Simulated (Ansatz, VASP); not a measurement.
# One calculation of GaSb3, two programs

Contents of INCAR:

```
PREC = Accurate ; ENCUT = 520
EDIFF = 1E-6 ; ISMEAR = 0
SIGMA = 0.15 ; LREAL = False
LASPH = True ; NELM = 100
ALGO = Normal ; ISIF = 2
LWAVE = False ; LCHARG = False
GGA = PS ; NBANDS = 22
```

Contents of KPOINTS:

```
Automatic mesh
0
Gamma
  10 10 10
```

File POSCAR:

```
GaSb3
1.0
   -0.1458668159      3.6466703981      3.2455366543
    3.5008035822      0.0000000000      3.0996698384
    3.6466703981      3.6466703981     -0.1458668159
Ga Sb
1 3
Direct
    0.0000000000      0.0000000000      0.0000000000
    0.2500000000      0.2500000000      0.2500000000
    0.7500000000      0.7500000000      0.7500000000
    0.5000000000      0.5000000000      0.5000000000
```

Input for Ansatz:

```yaml
crystal:
  lattice:
    - [-0.1458668159, 3.6466703981, 3.2455366543]
    - [3.5008035822, 0.0, 3.0996698384]
    - [3.6466703981, 3.6466703981, -0.1458668159]
  atoms:
    - { symbol: Ga, position: [0.0, 0.0, 0.0] }
    - { symbol: Sb, position: [0.25, 0.25, 0.25] }
    - { symbol: Sb, position: [0.75, 0.75, 0.75] }
    - { symbol: Sb, position: [0.5, 0.5, 0.5] }
basis:
  ecutwfc: 420
kpoints:
  mp_grid: { grid: [10, 10, 10] }
hamiltonian:
  xc: pbesol
  pseudopotentials: { kind: paw, azcp: { folder: soft_1 } }
scf:
  occupations: { method: gaussian, width: 0.15 }
output:
  forces: true
  stress: true
  eigenvalues: true
```

Change from the starting cell: engineering shear strain xz -0.0800, normal strain along z -0.1100.

Alike in both runs: task single point; functional PBEsol; k mesh 10 × 10 × 10; occupations gaussian, width 0.15 eV; no spin polarisation.

|  | VASP | Ansatz |
| --- | --- | --- |
| version | VASP 6.6.1 | Ansatz 0.2.0 |
| potentials or method | VASP PAW PBE potentials, release 64 (Ga_d, Sb), cutoff 520 eV | scalar-relativistic, plane waves, PAW |
| valence electrons in the cell | 28 | 58 |

|  | VASP | Ansatz | Ansatz less VASP |
| --- | --- | --- | --- |
| gap on the k mesh at the Fermi level (eV) | none | none | - |
| pressure (GPa) | 11.4 | 11.2 | -0.16 |
| traceless stress, the component that is largest in VASP (GPa) | 2.32 | 2.25 | -0.071 |
| rms of the force components (eV/Å) | 0.138 | 0.134 | -0.0037 |

VASP's potentials were made for PBE, not for PBEsol, and Ansatz warns of the same on its side. Atom by atom the forces differ by 0.004 eV/Å (rms over components). A gap of «none» marks a metal or a gap that the smearing closes. VASP's potentials hold 28 valence electrons a cell and Ansatz's 58, so a difference there can come from the potentials and not from the codes.

Spin-orbit coupling is off throughout.
